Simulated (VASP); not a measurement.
# CoSi (rocksalt type): single point with r2SCAN

CoSi (rocksalt type):

```
Co Si
1.0
     0.00000    1.99522    1.99522
     1.99522    0.00000    1.99522
     1.99522    1.99522    0.00000
Co Si
1 1
Direct
  0.00000 0.00000 0.00000
  0.50000 0.50000 0.50000
```

This cell differs from its parent crystal: volume scaled by 0.64.

```json
{"Program": "VASP 6.6.1", "Task": "single point", "Functional": "r2SCAN", "Potentials or basis": "VASP PAW PBE potentials, release 64 (Co, Si)", "Cutoff": "660 eV", "k mesh": "14 × 14 × 14", "Occupations": "fermi-dirac, width 0.1 eV", "Spin": "no spin polarisation", "Dipole correction": "no", "Further INCAR settings": "ALGO = Normal; EDIFF = 1e-06; NBANDS = 14"}
```

The pressure is 200.3 GPa.

Levels at points of the mesh, in eV from the Fermi level:
```
           k point  band 2  band 3  band 4  band 5  band 6  band 7  band 8  band 9  band 10  band 11
(0.00, 0.00, 0.00)   -4.60   -4.60   -4.60   -4.05   -4.05    7.61    7.61    7.61    12.79    13.63
(0.50, 0.00, 0.00)  -10.57   -5.66   -5.66   -2.17   -2.17   -0.44    8.02    8.02     9.12    11.00
(0.50, 0.50, 0.00)   -8.28   -7.12   -3.04   -1.70   -1.70    0.02    0.02    0.56     8.85    10.00
```

Run time: 2.8 min on 1 thread of AMD EPYC 7R13 Processor (Zen 3) (shared host), peak memory 0.13 GiB.

Caveat: the PAW data sets were made with another functional, which shifts forces and pressure a little. Spin polarisation is off, so any magnetic state and its effect on volume and gap are missing.
